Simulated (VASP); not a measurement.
# AgRh4 (P4/mmm) in VASP: notebook

AgRh4 is run at these levels: PBE; tasks: single point.

Everything below comes from runs of VASP 6.6.1. Logs are shortened: lines on timing, memory, paths and dates and some standing lists are left out, and cuts for length are marked.

### 1 The cell of the first run

It takes space group P4/mmm (No. 123, tetragonal). Conventional cell: a = 6.173 Å, b = 6.173 Å, c = 2.564 Å, α = 90.00°, β = 90.00°, γ = 90.00°. Within 3.4 Å of Ag (site symmetry 4/mmm) lie 2 Ag at 2.56 Å and 4 Rh at 2.68 Å. Rh (site symmetry m2m) has 4 Rh at 2.38 to 2.56 Å and 1 Ag at 2.68 Å within 3.1 Å.

The cell was built from a structure type or drawn by symmetry, and may not be a known phase.

### 2 Single point, PBE

File INCAR:

```
  PREC = Accurate
  ENCUT = 520
  EDIFF = 1E-7
  ISMEAR = 0
  SIGMA = 0.1
  LREAL = False
  LASPH = True
  NELM = 80
  ALGO = Fast
  ISIF = 2
  LWAVE = False
  LCHARG = False
  GGA = PE
  NBANDS = 44
```

File KPOINTS:

```
Automatic mesh
0
Gamma
  4 4 6
```

File POSCAR:

```
AgRh4
1.0
    6.1734227944      0.0000000000      0.0000000000
    0.0000000000      6.1734227944      0.0000000000
    0.0000000000      0.0000000000      2.5638149780
Ag Rh
1 4
Direct
    0.5000000000      0.5000000000      0.5000000000
    0.8074045895      0.8074045895      0.5000000000
    0.1925954105      0.1925954105      0.5000000000
    0.1925954105      0.8074045895      0.5000000000
    0.8074045895      0.1925954105      0.5000000000
```

Potentials or basis: VASP PAW PBE potentials, release 64 (Ag, Rh_pv).

Command:

```console
> cat potpaw_PBE.64/Ag/POTCAR potpaw_PBE.64/Rh_pv/POTCAR > POTCAR
> mpirun -np 1 vasp_std > vasp.out
```

OUTCAR:

```text
PREC = Accurate
   ENCUT = 520
   EDIFF = 1E-7
   ISMEAR = 0
   LREAL = False
   LASPH = True
   NELM = 80
   ISIF = 2
   GGA = PE

 ion  position               nearest neighbor table
   1  0.500  0.500  0.500-   2 2.68   3 2.68   4 2.68   5 2.68
   2  0.807  0.807  0.500-   4 2.38   5 2.38   1 2.68   3 3.36
   3  0.193  0.193  0.500-   4 2.38   5 2.38   1 2.68   2 3.36
   4  0.193  0.807  0.500-   2 2.38   3 2.38   1 2.68   5 3.36
   5  0.807  0.193  0.500-   2 2.38   3 2.38   1 2.68   4 3.36

  LATTYP: Found a simple tetragonal cell.
 ALAT       =     6.1734227944
 C/A-ratio  =     0.4152987837

  Lattice vectors:

 A1 = (   6.1734227944,   0.0000000000,   0.0000000000)
 A2 = (   0.0000000000,   6.1734227944,   0.0000000000)
 A3 = (   0.0000000000,   0.0000000000,   2.5638149780)

Analysis of symmetry for initial positions (statically):
=====================================================================
 Subroutine PRICEL returns:
 Original cell was already a primitive cell.

 Routine SETGRP: Setting up the symmetry group for a
 simple tetragonal supercell.

 Subroutine GETGRP returns: Found 16 space group operations
 (whereof 16 operations were pure point group operations)
 out of a pool of 16 trial point group operations.

The static configuration has the point symmetry D_4h.

Analysis of symmetry for dynamics (positions and initial velocities):
=====================================================================
 Subroutine PRICEL returns:
 Original cell was already a primitive cell.

 Routine SETGRP: Setting up the symmetry group for a
 simple tetragonal supercell.

 Subroutine GETGRP returns: Found 16 space group operations
 (whereof 16 operations were pure point group operations)
 out of a pool of 16 trial point group operations.

The dynamic configuration has the point symmetry D_4h.

 Subroutine INISYM returns: Found 16 space group operations
 (whereof 16 operations are pure point group operations),
 and found     1 'primitive' translations

----------------------------------------------------------------------------------------

                                     Primitive cell

  volume of cell :      97.7099

  direct lattice vectors                    reciprocal lattice vectors
     6.173422794  0.000000000  0.000000000     0.161984694  0.000000000  0.000000000
     0.000000000  6.173422794  0.000000000     0.000000000  0.161984694  0.000000000
     0.000000000  0.000000000  2.563814978     0.000000000  0.000000000  0.390043747

  length of vectors
     6.173422794  6.173422794  2.563814978     0.161984694  0.161984694  0.390043747

  position of ions in fractional coordinates (direct lattice)
     0.500000000  0.500000000  0.500000000
     0.807404590  0.807404590  0.500000000
     0.192595410  0.192595410  0.500000000
     0.192595410  0.807404590  0.500000000
     0.807404590  0.192595410  0.500000000

  ion indices of the primitive-cell ions
   primitive index   ion index
                 1           1
                 2           2
                 3           3
                 4           4
                 5           5

----------------------------------------------------------------------------------------

 KPOINTS: Automatic mesh

Automatic generation of k-mesh.
 Grid dimensions read from file:
 generate k-points for:    4    4    6

 Generating k-lattice:

  Cartesian coordinates                     Fractional coordinates (reciprocal lattice)
     0.040496173  0.000000000  0.000000000     0.250000000  0.000000000  0.000000000
     0.000000000  0.040496173  0.000000000     0.000000000  0.250000000  0.000000000
     0.000000000  0.000000000  0.065007291     0.000000000  0.000000000  0.166666667

  Length of vectors
     0.040496173  0.040496173  0.065007291

  Shift w.r.t. Gamma in fractional coordinates (k-lattice)
     0.000000000  0.000000000  0.000000000

 Subroutine IBZKPT returns following result:
 ===========================================

 Found     24 irreducible k-points:

 Following reciprocal coordinates:
            Coordinates               Weight
  0.000000  0.000000  0.000000      1.000000
  0.250000  0.000000  0.000000      4.000000
  0.500000  0.000000  0.000000      2.000000
  0.250000  0.250000  0.000000      4.000000
  0.500000  0.250000  0.000000      4.000000
  0.500000  0.500000  0.000000      1.000000
[... 16 lines left out ...]
  0.500000  0.250000  0.500000      4.000000
  0.500000  0.500000  0.500000      1.000000
   k-points           NKPTS =     24   k-points in BZ     NKDIM =     24   number of bands    NBANDS=     44
   number of dos      NEDOS =    301   number of ions     NIONS =      5
   total plane-waves  NPLWV =  46080
   dimension x,y,z NGX =    48 NGY =   48 NGZ =   20
   dimension x,y,z NGXF=    96 NGYF=   96 NGZF=   40
   ions per type =               1   4
   NGX,Y,Z   is equivalent  to a cutoff of  12.93, 12.93, 12.97 a.u.
   NGXF,Y,Z  is equivalent  to a cutoff of  25.85, 25.85, 25.94 a.u.
 SYSTEM =  unknown system
   PREC   = accura    normal or accurate (medium, high low for compatibility)
   ISTART =      0    job   : 0-new  1-cont  2-samecut
   ICHARG =      2    charge: 1-file 2-atom 10-const
   ISPIN  =      1    spin polarized calculation?
   LNONCOLLINEAR =      F non collinear calculations
   LSORBIT =      F    spin-orbit coupling
   LASPH  =      T    aspherical Exc in radial PAW
   ENCUT  =  520.0 eV  38.22 Ry    6.18 a.u.  11.48 11.48  4.77*2*pi/ulx,y,z
   NELM   =     80;   NELMIN=  2; NELMDL= -5     # of ELM steps
   EDIFF  = 0.1E-06   stopping-criterion for ELM
   LREAL  =      F    real-space projection
   EDIFFG = 0.1E-05   stopping-criterion for IOM
   NSW    =      0    number of steps for IOM
   IBRION =     -1    ionic relax: 0-MD 1-quasi-New 2-CG
   NFREE  =      0    steps in history (QN), initial steepest desc. (CG)
   ISIF   =      2    stress and relaxation
   ISYM   =      2    0-nonsym 1-usesym 2-fastsym
   POTIM  = 0.5000    time-step for ionic-motion
   TEBEG  =    0.0;   TEEND  =   0.0 temperature during run
   PSTRESS=    0.0 pullay stress
   NELECT =      71.0000    total number of electrons
   NUPDOWN=      -1.0000    fix difference up-down
   EMIN   =  10.00;   EMAX   =-10.00  energy-range for DOS
   EFERMI =   0.00;   METHOD = LEGACY
   ISMEAR =     0;   SIGMA  =   0.10  broadening in eV -4-tet -1-fermi 0-gaus
   EFERMI_NEDOS =   21; number of points for ismear=-14 and -15
   IALGO  =     68    algorithm
   IMIX   =      4    mixing-type and parameters
     AMIX     =   0.40;   BMIX     =  1.00
     AMIX_MAG =   1.60;   BMIX_MAG =  1.00
  volume/ion in A,a.u.               =      19.54       131.88
  Fermi-wavevector in a.u.,A,eV,Ry     =   1.471797  2.781294 29.472773  2.166188
  Thomas-Fermi vector in A             =   2.586890
   LORBIT       =      0    0 simple, 1 ext, 2 COOP (PROOUT), +10 PAW based schemes
   GGA     = PE    functional components
   LHFCALC =     F    Hartree Fock is set to
   AEXX    =    0.0000 exact exchange contribution
   IVDW    =     0    specifies the selected vdW correction
   LEPSILON=     F    determine dielectric tensor
   LRPA    =     F    only Hartree local field effects (RPA)
 non-spin polarized calculation
 RMM-DIIS sequential band-by-band and
 Gauss-broadening in eV      SIGMA  =   0.10
  energy-cutoff  :      520.00
  volume of cell :       97.71
 maximum number of plane-waves:      2664
 NGX is ok and might be reduce to    48
   NGX = 23   NGY = 23   NGZ =  9

 number of electron      70.9999984 magnetization

 Free energy of the ion-electron system (eV)
  ---------------------------------------------------
  ext. energy  EPLUGINS =         0.00000000
  ---------------------------------------------------
  free energy    TOTEN  =       -26.89839510 eV

  energy without entropy =      -26.86010942  energy(sigma->0) =      -26.87925226

 E-fermi :   6.9078     XC(G=0): -11.4752

 val. band max:        6.9008645952   @ k =   0.5000   0.0000   0.1667
 cond. band min:       6.9141001634   @ k =   0.5000   0.2500   0.1667
 fundamental gap:      0.0132355683
 Fermi energy:         6.9078084178

 k-point     1 :       0.0000    0.0000    0.0000
  band No.  band energies     occupation
      1     -39.9633      2.00000
      2     -39.9203      2.00000
      3     -39.8664      2.00000
      4     -39.8664      2.00000
      5     -39.3145      2.00000
      6     -39.3145      2.00000
[... 36 lines left out ...]
     43      10.4277      0.00000
     44      10.4277      0.00000

 k-point     2 :       0.2500    0.0000    0.0000
  band No.  band energies     occupation
      1     -39.9624      2.00000
      2     -39.9191      2.00000
      3     -39.8668      2.00000
      4     -39.8652      2.00000
      5     -39.3165      2.00000
      6     -39.3146      2.00000
[... 36 lines left out ...]
     43       9.8723      0.00000
     44       9.8781      0.00000

 k-point     3 :       0.5000    0.0000    0.0000
  band No.  band energies     occupation
      1     -39.9615      2.00000
      2     -39.9179      2.00000
      3     -39.8671      2.00000
      4     -39.8639      2.00000
      5     -39.3184      2.00000
      6     -39.3148      2.00000
[... 36 lines left out ...]
     43       9.4303      0.00000
     44      10.6052      0.00000

 k-point     4 :       0.2500    0.2500    0.0000
  band No.  band energies     occupation
      1     -39.9615      2.00000
      2     -39.9183      2.00000
      3     -39.8655      2.00000
      4     -39.8652      2.00000
      5     -39.3166      2.00000
      6     -39.3162      2.00000
[... 882 lines left out ...]
     43      13.2083      0.00000
     44      13.5388      0.00000

 k-point    23 :       0.5000    0.2500    0.5000
  band No.  band energies     occupation
      1     -39.8900      2.00000
      2     -39.8453      2.00000
      3     -39.7974      2.00000
      4     -39.7960      2.00000
      5     -39.7606      2.00000
      6     -39.6819      2.00000
[... 36 lines left out ...]
     43      12.9732      0.00000
     44      13.5116      0.00000

 k-point    24 :       0.5000    0.5000    0.5000
  band No.  band energies     occupation
      1     -39.8893      2.00000
      2     -39.8449      2.00000
      3     -39.7960      2.00000
      4     -39.7960      2.00000
      5     -39.7604      2.00000
      6     -39.6818      2.00000
[... 36 lines left out ...]
     43      12.5110      0.00000
     44      12.5110      0.00000

------------------------ aborting loop because EDIFF is reached ----------------------------------------

  FORCE on cell =-STRESS in cart. coord.  units (eV):
  Direction    XX          YY          ZZ          XY          YZ          ZX
  --------------------------------------------------------------------------------------
  -------------------------------------------------------------------------------------
  Total        0.2805965      0.2805965     -0.0688582      0.0000000     -0.0000000     -0.0000000
  in kB        4.6010191      4.6010191     -1.1290881      0.0000000     -0.0000000     -0.0000000
  external PRESSURE =       2.6909834 kB  Pullay stress =       0.0000000 kB

 VOLUME and BASIS-vectors are now :
 -----------------------------------------------------------------------------
  energy-cutoff  :      520.00
  volume of cell :       97.71
      direct lattice vectors                 reciprocal lattice vectors
     6.173422794  0.000000000  0.000000000     0.161984694  0.000000000  0.000000000
     0.000000000  6.173422794  0.000000000     0.000000000  0.161984694  0.000000000
     0.000000000  0.000000000  2.563814978     0.000000000  0.000000000  0.390043747

 POSITION                                       TOTAL-FORCE (eV/Angst)
 -----------------------------------------------------------------------------------
      3.08671      3.08671      1.28191         0.000000     -0.000000      0.000000
      4.98445      4.98445      1.28191        -0.021568     -0.021568     -0.000000
      1.18897      1.18897      1.28191         0.021568      0.021568      0.000000
      1.18897      4.98445      1.28191         0.021568     -0.021568     -0.000000
      4.98445      1.18897      1.28191        -0.021568      0.021568      0.000000
 -----------------------------------------------------------------------------------
    total drift:                                0.000000      0.000000     -0.000000

  FREE ENERGIE OF THE ION-ELECTRON SYSTEM (eV)
  ---------------------------------------------------
  free  energy   TOTEN  =       -26.8983951028 eV

  energy  without entropy=      -26.8601094164  energy(sigma->0) =      -26.87925226
```

Run time: 43 s. Hardware: 1 thread of Intel Xeon 6975P-C (Granite Rapids), shared host; peak memory 0.25 GiB.

Results:

```
Free energy            : -26.8984 eV
Pressure               : 0.3 GPa
Largest force          : 0.031 eV/Å
Band gap on the k mesh : zero (an odd number of electrons rules out a gap without spin polarisation)
```

Forces in eV/Å, atoms in the order of the input:
```
Ag   0.000  0.000  0.000
Rh  -0.022 -0.022  0.000
Rh   0.022  0.022  0.000
Rh   0.022 -0.022  0.000
Rh  -0.022  0.022  0.000
```

Stress tensor (GPa, compression positive):
```
 0.46  0.00  0.00
 0.00  0.46  0.00
 0.00  0.00 -0.11
```

Levels at points of the mesh, in eV from the Fermi level:
```tsv
k point	band 31	band 32	band 33	band 34	band 35	band 36	band 37	band 38	band 39	band 40
(0.00, 0.00, 0.00)	-1.21	-0.91	-0.91	0.32	0.36	0.36	0.49	0.50	0.56	0.58
(0.50, 0.00, 0.00)	-1.21	-1.18	-0.97	-0.93	-0.12	0.28	0.34	0.34	0.53	0.56
(0.50, 0.50, 0.00)	-2.05	-1.27	-1.16	-0.91	-0.91	-0.11	0.33	0.33	0.44	0.45
(0.00, 0.00, 0.50)	-1.64	-1.46	0.38	0.52	0.85	1.04	1.04	1.80	4.24	5.47
(0.50, 0.00, 0.50)	-1.42	-1.09	-0.30	0.43	0.50	1.34	1.44	2.37	2.64	4.80
(0.50, 0.50, 0.50)	-1.73	-1.67	-0.03	-0.03	0.16	0.51	1.21	2.91	3.58	5.26
```

Caveat: the k points lie up to 0.41 Å⁻¹ apart, too coarse for converged energies and pressures of a metal.

### 3 Single point, PBE

This run uses another cell than the first one, of 14.32 Å³/atom.

File INCAR:

```
  ALGO = Normal
  EDIFF = 1E-6
  ENCUT = 520
  GGA = PE
  ISIF = 2
  ISMEAR = 0
  LASPH = True
  LCHARG = True
  LELF = True
  LREAL = False
  LVHAR = True
  LWAVE = False
  NBANDS = 44
  NELM = 100
  PREC = Accurate
  SIGMA = 0.1
```

File KPOINTS:

```
k-points
0
Gamma
  4 4 6
```

File POSCAR:

```
AgRh4
1.0
    4.4782606100      0.0000000000      0.0000000000
    0.0000000000      4.4782606100      0.0000000000
    0.0000000000      0.0000000000      3.5704791700
Ag Rh
1 4
Direct
    0.5000000000      0.5000000000      0.5000000000
    0.8085167200      0.8085167200      0.5000000000
    0.1914832800      0.1914832800      0.5000000000
    0.1914832800      0.8085167200      0.5000000000
    0.8085167200      0.1914832800      0.5000000000
```

Potentials or basis: VASP PAW PBE potentials, release 64 (Ag, Rh_pv).

Command:

```console
> cat potpaw_PBE.64/Ag/POTCAR potpaw_PBE.64/Rh_pv/POTCAR > POTCAR
> mpirun -np 1 vasp_std > vasp.out
```

Run time: 34 s. Hardware: 1 thread of Intel Xeon 6975P-C (Granite Rapids), shared host; peak memory 0.21 GiB.

The run converged. Its results:

| Item | Value |
| --- | --- |
| Free energy | 26.1515 eV |
| Pressure | 327.9 GPa |
| Largest force | 34.214 eV/Å |
| Band gap on the k mesh | zero (an odd number of electrons rules out a gap without spin polarisation) |

Forces in eV/Å, atoms in the order of the input:
```
Ag    0.000   0.000   0.000
Rh  -24.193 -24.193   0.000
Rh   24.193  24.193   0.000
Rh   24.193 -24.193   0.000
Rh  -24.193  24.193   0.000
```

Stress tensor (GPa, compression positive):
```
492.84   0.00   0.00
  0.00 492.84   0.00
  0.00   0.00  -1.92
```

Levels at points of the mesh, in eV from the Fermi level:
| k point | band 33 | band 34 | band 35 | band 36 | band 37 | band 38 | band 39 | band 40 |
| --- | --- | --- | --- | --- | --- | --- | --- | --- |
| (0.00, 0.00, 0.00) | -0.33 | -0.33 | -0.19 | 1.32 | 1.69 | 1.87 | 4.09 | 4.62 |
| (0.50, 0.00, 0.00) | -1.58 | -1.45 | -1.11 | -0.74 | 0.91 | 1.30 | 1.75 | 3.84 |
| (0.50, 0.50, 0.00) | -2.13 | -2.13 | -0.85 | -0.85 | -0.83 | -0.52 | 0.29 | 3.23 |
| (0.00, 0.00, 0.50) | -0.51 | -0.51 | -0.42 | 0.13 | 1.26 | 4.18 | 4.49 | 4.63 |
| (0.50, 0.00, 0.50) | -0.95 | -0.91 | -0.87 | 0.06 | 0.38 | 0.72 | 1.14 | 1.77 |
| (0.50, 0.50, 0.50) | -1.42 | -1.42 | 0.02 | 0.06 | 0.72 | 0.72 | 1.23 | 2.27 |

Caveat: atoms lie so close that the PAW spheres overlap strongly, which falsifies energies and pressures; the cell stands under pressure; forces of over 1 eV/Å act on the atoms, so gaps and moduli don't describe the material at rest.

(Part 1 of 2 ends here.)
